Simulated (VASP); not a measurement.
# NaCl: single point with PBEsol

The system is NaCl.

```
Na Cl
1.0
     0.00000    2.83175    2.94502
     2.83175    0.00000    2.94502
     2.83175    2.83175    0.00000
Na Cl
1 1
Direct
  0.00000 0.00000 0.00000
  0.50000 0.50000 0.50000
```

This cell differs from its parent crystal: strain +0.000 along x and y, +0.040 along z.

| Item | Value |
| --- | --- |
| Program | VASP 6.6.1 |
| Task | single point |
| Functional | PBEsol |
| Potentials or basis | VASP PAW PBE potentials, release 64 (Na_pv, Cl) |
| Cutoff | 520 eV |
| k mesh | 8 × 8 × 8 |
| Occupations | gaussian, width 0.05 eV |
| Spin | no spin polarisation |

```json
{
 "Pressure": "-1.5 GPa",
 "Band gap on the k mesh": "4.73 eV"
}
```

Stress tensor (GPa, compression positive):
```
-1.14  0.00  0.00
 0.00 -1.14  0.00
 0.00  0.00 -2.17
```

Levels at points of the mesh, in eV from the valence-band top:
```csv
k point,band 4,band 5,band 6,band 7,band 8,band 9,band 10,band 11
"(0.00, 0.00, 0.00)",-12.55,-0.03,-0.03,0.00,4.73,10.74,11.03,11.03
"(0.50, 0.00, 0.00)",-12.25,-1.84,-0.28,-0.24,6.97,10.08,10.55,10.92
"(0.50, 0.50, 0.00)",-12.23,-1.60,-0.53,-0.53,7.28,8.01,10.52,14.34
"(0.50, 0.00, 0.50)",-12.20,-1.58,-0.66,-0.54,7.28,7.87,10.88,13.82
```

Wall time 22 s on 1 thread of AMD EPYC 9R45 96-Core Processor (Zen 5) (shared host), peak memory 0.15 GiB.

Caveat: the cell differs from its parent crystal (strain +0.000 along x and y, +0.040 along z); the PAW data sets were made with another functional, which shifts forces and pressure a little. A k mesh can miss the band edges.
